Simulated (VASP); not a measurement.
# C (Fd-3m) in VASP: notebook

C is run at these levels: PBE; tasks: G0W0 quasiparticle levels.

Everything below comes from runs of VASP 6.6.1. Logs are shortened: lines on timing, memory, paths and dates and some standing lists are left out, and cuts for length are marked.

## 1. The cell of the first run

Symmetry: Fd-3m, No. 227, cubic system. The conventional cell has a = 3.596 Å, b = 3.596 Å, c = 3.596 Å, α = 90.00°, β = 90.00°, γ = 90.00°. C (site symmetry -43m) has 4 C at 1.56 Å within 2.1 Å.

## 2. G0W0 quasiparticle levels, PBE

POSCAR reads:

```
C
1.0
    0.0000000000      1.7979253840      1.7979253840
    1.7979253840      0.0000000000      1.7979253840
    1.7979253840      1.7979253840      0.0000000000
C
2
Direct
    0.0000000000      0.0000000000      0.0000000000
    0.2500000000      0.2500000000      0.2500000000
```

INCAR.step1 reads:

```
SYSTEM = C
PREC = Accurate
ENCUT = 500
EDIFF = 1E-8
ISMEAR = 0
SIGMA = 0.01
LREAL = .False.
LASPH = .True.
NELM = 100
ALGO = Normal
LWAVE = .True.
LCHARG = .False.
GGA = PE
```

INCAR.step2 reads:

```
SYSTEM = C
PREC = Accurate
ENCUT = 500
EDIFF = 1E-8
ISMEAR = 0
SIGMA = 0.01
LREAL = .False.
LASPH = .True.
NELM = 1
ALGO = Exact
LWAVE = .True.
LCHARG = .False.
GGA = PE
NBANDS = 52
LOPTICS = .True.
ISTART = 1
```

INCAR.step3 reads:

```
SYSTEM = C
PREC = Accurate
ENCUT = 500
EDIFF = 1E-8
ISMEAR = 0
SIGMA = 0.01
LREAL = .False.
LASPH = .True.
ALGO = EVGW0
LWAVE = .False.
LCHARG = .False.
GGA = PE
NELMGW = 1
NBANDS = 52
ENCUTGW = 150.0
NOMEGA = 96
PRECFOCK = Fast
ISTART = 1
NBANDSGW = 12
OMEGAMAX = 30
```

KPOINTS reads:

```
Automatic mesh
0
Gamma
  6 6 6
  0 0 0
```

Potentials or basis: VASP PAW PBE potentials, release 64 (C_GW).

On the command line:

```console
cat potpaw_PBE.64/C_GW/POTCAR > POTCAR
cp INCAR.step1 INCAR
mpirun -np 1 vasp_std > vasp.out
cp INCAR.step2 INCAR
mpirun -np 1 vasp_std > vasp.out
cp INCAR.step3 INCAR
mpirun -np 1 vasp_std > vasp.out
```

OUTCAR:

```text
SYSTEM = C
   PREC = Accurate
   ENCUT = 500
   EDIFF = 1E-8
   ISMEAR = 0
   LREAL = .False.
   LASPH = .True.
   GGA = PE
   NELMGW = 1
   ENCUTGW = 150.0
   PRECFOCK = Fast
   ISTART = 1

 ion  position               nearest neighbor table
   1  0.000  0.000  0.000-   2 1.56   2 1.56   2 1.56   2 1.56
   2  0.250  0.250  0.250-   1 1.56   1 1.56   1 1.56   1 1.56

  LATTYP: Found a face centered cubic cell.
 ALAT       =     3.5958507680

  Lattice vectors:

 A1 = (   0.0000000000,   1.7979253840,   1.7979253840)
 A2 = (   1.7979253840,   0.0000000000,   1.7979253840)
 A3 = (   1.7979253840,   1.7979253840,   0.0000000000)

Analysis of symmetry for initial positions (statically):
=====================================================================
 Subroutine PRICEL returns:
 Original cell was already a primitive cell.

 Routine SETGRP: Setting up the symmetry group for a
 face centered cubic supercell.

 Subroutine GETGRP returns: Found 48 space group operations
 (whereof 24 operations were pure point group operations)
 out of a pool of 48 trial point group operations.

The static configuration has the point symmetry T_d .
 The point group associated with its full space group is O_h .

Analysis of symmetry for dynamics (positions and initial velocities):
=====================================================================
 Subroutine PRICEL returns:
 Original cell was already a primitive cell.

 Routine SETGRP: Setting up the symmetry group for a
 face centered cubic supercell.

 Subroutine GETGRP returns: Found 48 space group operations
 (whereof 24 operations were pure point group operations)
 out of a pool of 48 trial point group operations.

The dynamic configuration has the point symmetry T_d .
 The point group associated with its full space group is O_h .

 Subroutine INISYM returns: Found 48 space group operations
 (whereof 24 operations are pure point group operations),
 and found     1 'primitive' translations

----------------------------------------------------------------------------------------

                                     Primitive cell

  volume of cell :      11.6237

  direct lattice vectors                    reciprocal lattice vectors
     0.000000000  1.797925384  1.797925384    -0.278098304  0.278098304  0.278098304
     1.797925384  0.000000000  1.797925384     0.278098304 -0.278098304  0.278098304
     1.797925384  1.797925384  0.000000000     0.278098304  0.278098304 -0.278098304

  length of vectors
     2.542650462  2.542650462  2.542650462     0.481680392  0.481680392  0.481680392

  position of ions in fractional coordinates (direct lattice)
     0.000000000  0.000000000  0.000000000
     0.250000000  0.250000000  0.250000000

  ion indices of the primitive-cell ions
   primitive index   ion index
                 1           1
                 2           2

----------------------------------------------------------------------------------------

 KPOINTS: Automatic mesh

Automatic generation of k-mesh.
 Grid dimensions read from file:
 generate k-points for:    6    6    6

 Generating k-lattice:

  Cartesian coordinates                     Fractional coordinates (reciprocal lattice)
    -0.046349717  0.046349717  0.046349717     0.166666667  0.000000000  0.000000000
     0.046349717 -0.046349717  0.046349717     0.000000000  0.166666667  0.000000000
     0.046349717  0.046349717 -0.046349717     0.000000000  0.000000000  0.166666667

  Length of vectors
     0.080280065  0.080280065  0.080280065

  Shift w.r.t. Gamma in fractional coordinates (k-lattice)
     0.000000000  0.000000000  0.000000000

 Subroutine IBZKPT returns following result:
 ===========================================

 Found     16 irreducible k-points:

 Following reciprocal coordinates:
            Coordinates               Weight
  0.000000  0.000000  0.000000      1.000000
  0.166667  0.000000  0.000000      8.000000
  0.333333  0.000000  0.000000      8.000000
  0.500000  0.000000  0.000000      4.000000
  0.166667  0.166667  0.000000      6.000000
  0.333333  0.166667  0.000000     24.000000
[... 8 lines left out ...]
 -0.333333  0.333333  0.166667     24.000000
 -0.333333  0.500000  0.166667     12.000000
   k-points           NKPTS =     16   k-points in BZ     NKDIM =    216   number of bands    NBANDS=     52
   number of dos      NEDOS =    301   number of ions     NIONS =      2
   total plane-waves  NPLWV =   8000
   dimension x,y,z NGX =    20 NGY =   20 NGZ =   20
   dimension x,y,z NGXF=    40 NGYF=   40 NGZF=   40
   ions per type =               2
   NGX,Y,Z   is equivalent  to a cutoff of  13.08, 13.08, 13.08 a.u.
   NGXF,Y,Z  is equivalent  to a cutoff of  26.15, 26.15, 26.15 a.u.
 SYSTEM =  C
   PREC   = accura    normal or accurate (medium, high low for compatibility)
   ISTART =      1    job   : 0-new  1-cont  2-samecut
   ICHARG =      0    charge: 1-file 2-atom 10-const
   ISPIN  =      1    spin polarized calculation?
   LNONCOLLINEAR =      F non collinear calculations
   LSORBIT =      F    spin-orbit coupling
   LASPH  =      T    aspherical Exc in radial PAW
   ENCUT  =  500.0 eV  36.75 Ry    6.06 a.u.   4.64  4.64  4.64*2*pi/ulx,y,z
   NELM   =     60;   NELMIN=  2; NELMDL=  0     # of ELM steps
   EDIFF  = 0.1E-07   stopping-criterion for ELM
   LREAL  =      F    real-space projection
   EDIFFG = 0.1E-06   stopping-criterion for IOM
   NSW    =      0    number of steps for IOM
   IBRION =     -1    ionic relax: 0-MD 1-quasi-New 2-CG
   NFREE  =      0    steps in history (QN), initial steepest desc. (CG)
   ISIF   =      0    stress and relaxation
   ISYM   =      3    0-nonsym 1-usesym 2-fastsym
   POTIM  = 0.5000    time-step for ionic-motion
   TEBEG  =    0.0;   TEEND  =   0.0 temperature during run
   PSTRESS=    0.0 pullay stress
   NELECT =       8.0000    total number of electrons
   NUPDOWN=      -1.0000    fix difference up-down
   EMIN   =  10.00;   EMAX   =-10.00  energy-range for DOS
   EFERMI =   0.00;   METHOD = LEGACY
   ISMEAR =     0;   SIGMA  =   0.01  broadening in eV -4-tet -1-fermi 0-gaus
   EFERMI_NEDOS =   21; number of points for ismear=-14 and -15
   IALGO  =     38    algorithm
   IMIX   =      4    mixing-type and parameters
     AMIX     =   0.40;   BMIX     =  1.00
     AMIX_MAG =   1.60;   BMIX_MAG =  1.00
  volume/ion in A,a.u.               =       5.81        39.22
  Fermi-wavevector in a.u.,A,eV,Ry     =   1.445406  2.731421 28.425268  2.089198
  Thomas-Fermi vector in A             =   2.563591
   LORBIT       =      0    0 simple, 1 ext, 2 COOP (PROOUT), +10 PAW based schemes
   GGA     = PE    functional components
   LHFCALC =     T    Hartree Fock is set to
   PRECFOCK=fast      Normal, Fast or Accurate (Low or Medium for compatibility)
   ENCUT4O =  -1.0   cutoff for four orbital integrals eV
   NKREDX  =     1    reduce k-point grid by
   NKREDY  =     1    reduce k-point grid by
   NKREDZ  =     1    reduce k-point grid by
   AEXX    =    1.0000 exact exchange contribution
   HFSCREEN=    0.0000 screening length (either q_TF or 0.3 A-1)
   HFSCREENC=   0.0000 screening length for correlation (either q_TF or 0.3 A-1)
   ENCUTFOCK=  -1.0 apply spherical cutoff to Coloumb kernel
   IVDW    =     0    specifies the selected vdW correction
   LEPSILON=     F    determine dielectric tensor
   LRPA    =     F    only Hartree local field effects (RPA)
   LRPAFORCE           =     F    calculate RPA forces
   ENCUTGW             = 150.0    cutoff for response function in eV
   ENCUTGWSOFT         = 120.0    soft cutoff for Coulomb kernel in GW response function in eV
   ENCUTLF             =  -1.0    cutoff for local field effects
   NELMGW              =     1    number of iterations in solving QP/BSE equation
   NELMHF              =     1    number of iterations in the inner HF iteration
   NKREDLFX            =     1    NKREDLFY  =   1   NKREDLFZ  =   1
 non-spin polarized calculation
 Gauss-broadening in eV      SIGMA  =   0.01
  energy-cutoff  :      500.00
  volume of cell :       11.62
 maximum number of plane-waves:       304
 NGX is ok and might be reduce to    20
  NGX = 12; NGY = 12; NGZ = 12
   NGX =  9   NGY =  9   NGZ =  9
 maximum number of plane-waves:        59

 QP shifts <psi_nk| G(iteration)W_0 |psi_nk>: iteration 1
 for sc-GW calculations column KS-energies equals QP-energies in previous step
 and V_xc(KS)=  KS-energies - (<T + V_ion + V_H > + <T+V_H+V_ion>^1  + <V_x>^1)

 k-point   1 :       0.0000    0.0000    0.0000
  band No.  KS-energies  QP-energies   sigma(KS)   V_xc(KS)     V^pw_x(r,r')   Z            occupation Imag(sigma)

      1     -11.7360     -13.2716     -16.7194     -14.6956     -25.2661       0.7588       2.0000       1.3258
      2       9.4146       8.8950     -17.3332     -16.7032     -19.0742       0.8248       2.0000       0.0358
      3       9.4146       8.8950     -17.3332     -16.7032     -19.0742       0.8248       2.0000       0.0358
      4       9.4146       8.8950     -17.3332     -16.7032     -19.0742       0.8248       2.0000       0.0358
      5      14.9386      16.0901     -14.0407     -15.4384      -9.2466       0.8239       0.0000      -0.0592
      6      14.9386      16.0901     -14.0407     -15.4384      -9.2466       0.8239       0.0000      -0.0592
      7      14.9386      16.0901     -14.0407     -15.4384      -9.2466       0.8239       0.0000      -0.0592
      8      22.1813      23.2643     -14.9411     -16.3499      -7.8622       0.7687       0.0000      -0.1361
      9      28.4000      28.7350     -11.3213     -11.7362      -4.2777       0.8074       0.0000      -0.3106
     10      35.6857      36.7382     -12.4790     -13.7550      -5.8272       0.8249       0.0000      -0.5149
     11      35.6857      36.7382     -12.4790     -13.7550      -5.8272       0.8249       0.0000      -0.5149
     12      36.6816      37.0495     -10.9418     -11.3912      -3.2126       0.8189       0.0000      -0.9258

 k-point   2 :       0.1667    0.0000    0.0000
  band No.  KS-energies  QP-energies   sigma(KS)   V_xc(KS)     V^pw_x(r,r')   Z            occupation Imag(sigma)
[... 225 lines left out ...]
      1      -2.6624      -3.9076     -17.3644     -15.7027     -23.2451       0.7494       2.0000       0.2808
      2      -2.6624      -3.9076     -17.3644     -15.7027     -23.2451       0.7494       2.0000       0.2808
      3       1.7915       0.7467     -16.3391     -15.0183     -20.0959       0.7911       2.0000       0.0912
      4       1.7915       0.7467     -16.3391     -15.0183     -20.0959       0.7911       2.0000       0.0912
      5      17.5209      18.4265     -13.0785     -14.1823      -7.5785       0.8204       0.0000      -0.0755
      6      17.5209      18.4265     -13.0785     -14.1823      -7.5785       0.8204       0.0000      -0.0755
      7      23.6108      25.0074     -14.3383     -16.1569      -6.9345       0.7680       0.0000      -0.1755
      8      23.6108      25.0074     -14.3383     -16.1569      -6.9345       0.7680       0.0000      -0.1755
      9      30.7259      31.9051     -13.6137     -15.1259      -5.4426       0.7798       0.0000      -0.5039
     10      30.7259      31.9051     -13.6137     -15.1259      -5.4426       0.7798       0.0000      -0.5039
     11      39.6992      40.5634     -12.1693     -13.2540      -4.2031       0.7967       0.0000      -0.9467
     12      39.6992      40.5634     -12.1693     -13.2540      -4.2031       0.7967       0.0000      -0.9467
```

Run time: 27 s. Hardware: 1 thread of Intel Xeon 6975P-C (Granite Rapids), shared host; peak memory 0.21 GiB.

Results:

| Quantity | Value |
| --- | --- |
| Quasiparticle gap | 5.35 eV |
| Least direct quasiparticle gap | 7.20 eV |
| Band gap of the starting levels on the mesh | 4.10 eV |
| Least direct gap of the starting levels on the mesh | 5.52 eV |

Caveat: the k points lie up to 0.50 Å⁻¹ apart; the cutoff is under 1.25 times the usual one of these potentials, so pressure, stress and relaxed cells hold a basis-set (Pulay) error; bands, screening cutoff and mesh are small and nothing is extrapolated, so the quasiparticle values aren't converged.

## 3. G0W0 quasiparticle levels, PBE

This run uses another cell than the first one, of 5.99 Å³/atom.

POSCAR reads:

```
C
1.0
    0.0000000000      1.8157266254      1.8157266254
    1.8157266254      0.0000000000      1.8157266254
    1.8157266254      1.8157266254      0.0000000000
C
2
Direct
    0.0000000000      0.0000000000      0.0000000000
    0.2500000000      0.2500000000      0.2500000000
```

INCAR.step1 reads:

```
PREC = Accurate
ENCUT = 500
EDIFF = 1E-8
ISMEAR = 0
SIGMA = 0.01
LREAL = False
LASPH = True
NELM = 100
ALGO = Normal
LWAVE = True
LCHARG = False
GGA = PE
```

INCAR.step2 reads:

```
PREC = Accurate
ENCUT = 500
EDIFF = 1E-8
ISMEAR = 0
SIGMA = 0.01
LREAL = False
LASPH = True
NELM = 1
ALGO = Exact
LWAVE = True
LCHARG = False
GGA = PE
NBANDS = 53
LOPTICS = True
ISTART = 1
```

INCAR.step3 reads:

```
PREC = Accurate
ENCUT = 500
EDIFF = 1E-8
ISMEAR = 0
SIGMA = 0.01
LREAL = False
LASPH = True
ALGO = EVGW0
LWAVE = False
LCHARG = False
GGA = PE
NELMGW = 1
NBANDS = 53
ENCUTGW = 150.0
NOMEGA = 96
PRECFOCK = Fast
ISTART = 1
NBANDSGW = 12
OMEGAMAX = 20
```

KPOINTS reads:

```
Automatic mesh
0
Gamma
  6 6 6
```

Potentials or basis: VASP PAW PBE potentials, release 64 (C_GW).

On the command line:

```console
cat potpaw_PBE.64/C_GW/POTCAR > POTCAR
cp INCAR.step1 INCAR
mpirun -np 1 vasp_std > vasp.out
cp INCAR.step2 INCAR
mpirun -np 1 vasp_std > vasp.out
cp INCAR.step3 INCAR
mpirun -np 1 vasp_std > vasp.out
```

OUTCAR:

```text
PREC = Accurate
   ENCUT = 500
   EDIFF = 1E-8
   ISMEAR = 0
   LREAL = False
   LASPH = True
   GGA = PE
   NELMGW = 1
   ENCUTGW = 150.0
   PRECFOCK = Fast
   ISTART = 1

 ion  position               nearest neighbor table
   1  0.000  0.000  0.000-   2 1.57   2 1.57   2 1.57   2 1.57
   2  0.250  0.250  0.250-   1 1.57   1 1.57   1 1.57   1 1.57

  LATTYP: Found a face centered cubic cell.
 ALAT       =     3.6314532508

  Lattice vectors:

 A1 = (   0.0000000000,   1.8157266254,   1.8157266254)
 A2 = (   1.8157266254,   0.0000000000,   1.8157266254)
 A3 = (   1.8157266254,   1.8157266254,   0.0000000000)

Analysis of symmetry for initial positions (statically):
=====================================================================
 Subroutine PRICEL returns:
 Original cell was already a primitive cell.

[... 157 lines left out ...]
   NELMGW              =     1    number of iterations in solving QP/BSE equation
   NELMHF              =     1    number of iterations in the inner HF iteration
   NKREDLFX            =     1    NKREDLFY  =   1   NKREDLFZ  =   1
 non-spin polarized calculation
 Gauss-broadening in eV      SIGMA  =   0.01
  energy-cutoff  :      500.00
  volume of cell :       11.97
 maximum number of plane-waves:       310
  NGX = 12; NGY = 12; NGZ = 12
   NGX =  9   NGY =  9   NGZ =  9
 maximum number of plane-waves:        59

 QP shifts <psi_nk| G(iteration)W_0 |psi_nk>: iteration 1
 for sc-GW calculations column KS-energies equals QP-energies in previous step
 and V_xc(KS)=  KS-energies - (<T + V_ion + V_H > + <T+V_H+V_ion>^1  + <V_x>^1)

 k-point   1 :       0.0000    0.0000    0.0000
  band No.  KS-energies  QP-energies   sigma(KS)   V_xc(KS)     V^pw_x(r,r')   Z            occupation Imag(sigma)

      1     -11.7663     -13.2899     -16.5858     -14.6020     -25.0810       0.7680       2.0000       1.2635
      2       8.9981       8.4744     -17.2280     -16.5942     -18.9343       0.8263       2.0000       0.0219
      3       8.9981       8.4744     -17.2280     -16.5942     -18.9343       0.8263       2.0000       0.0219
      4       8.9981       8.4744     -17.2280     -16.5942     -18.9343       0.8263       2.0000       0.0219
      5      14.4408      15.5693     -13.9692     -15.3432      -9.1663       0.8214       0.0000      -0.0392
      6      14.4408      15.5693     -13.9692     -15.3432      -9.1663       0.8214       0.0000      -0.0392
      7      14.4408      15.5693     -13.9692     -15.3432      -9.1663       0.8214       0.0000      -0.0392
      8      21.1054      22.1702     -14.9291     -16.3134      -7.9564       0.7692       0.0000      -0.0886
      9      27.6178      27.9060     -11.2248     -11.5829      -4.2140       0.8048       0.0000      -0.2697
     10      34.9524      35.9552     -12.3865     -13.6043      -5.7375       0.8234       0.0000      -0.4815
     11      34.9524      35.9552     -12.3865     -13.6043      -5.7375       0.8234       0.0000      -0.4815
     12      35.9388      36.3106     -10.7935     -11.2482      -3.1534       0.8176       0.0000      -0.9393
[... 228 lines left out ...]
      1      -2.9055      -4.1150     -17.2368     -15.6066     -23.0988       0.7419       2.0000       0.2277
      2      -2.9055      -4.1150     -17.2368     -15.6066     -23.0988       0.7419       2.0000       0.2277
      3       1.5998       0.5682     -16.2223     -14.9130     -19.9122       0.7879       2.0000       0.0576
      4       1.5998       0.5682     -16.2223     -14.9130     -19.9122       0.7879       2.0000       0.0576
      5      16.9637      17.8524     -13.0334     -14.1190      -7.5290       0.8186       0.0000      -0.0499
      6      16.9637      17.8524     -13.0334     -14.1190      -7.5290       0.8186       0.0000      -0.0499
      7      22.8217      24.1810     -14.2862     -16.0642      -6.9050       0.7645       0.0000      -0.1228
      8      22.8217      24.1810     -14.2862     -16.0642      -6.9050       0.7645       0.0000      -0.1228
      9      29.8542      30.9677     -13.5367     -14.9646      -5.3894       0.7798       0.0000      -0.4515
     10      29.8542      30.9677     -13.5367     -14.9646      -5.3894       0.7798       0.0000      -0.4515
     11      38.8108      39.6010     -12.0969     -13.0949      -4.1459       0.7917       0.0000      -0.8917
     12      38.8108      39.6010     -12.0969     -13.0949      -4.1459       0.7917       0.0000      -0.8917
```

Run time: 41 s. Hardware: 1 thread of Intel Xeon Platinum 8488C (Sapphire Rapids), shared host; peak memory 0.21 GiB.

Results:

| Property | Result |
| --- | --- |
| Quasiparticle gap | 5.28 eV |
| Least direct quasiparticle gap | 7.09 eV |
| Band gap of the starting levels on the mesh | 4.03 eV |
| Least direct gap of the starting levels on the mesh | 5.44 eV |

Caveat: the k points lie up to 0.50 Å⁻¹ apart; the cutoff is under 1.25 times the usual one of these potentials, so pressure, stress and relaxed cells hold a basis-set (Pulay) error; bands, screening cutoff and mesh are small and nothing is extrapolated, so the quasiparticle values aren't converged.

(Part 1 of 2 ends here.)
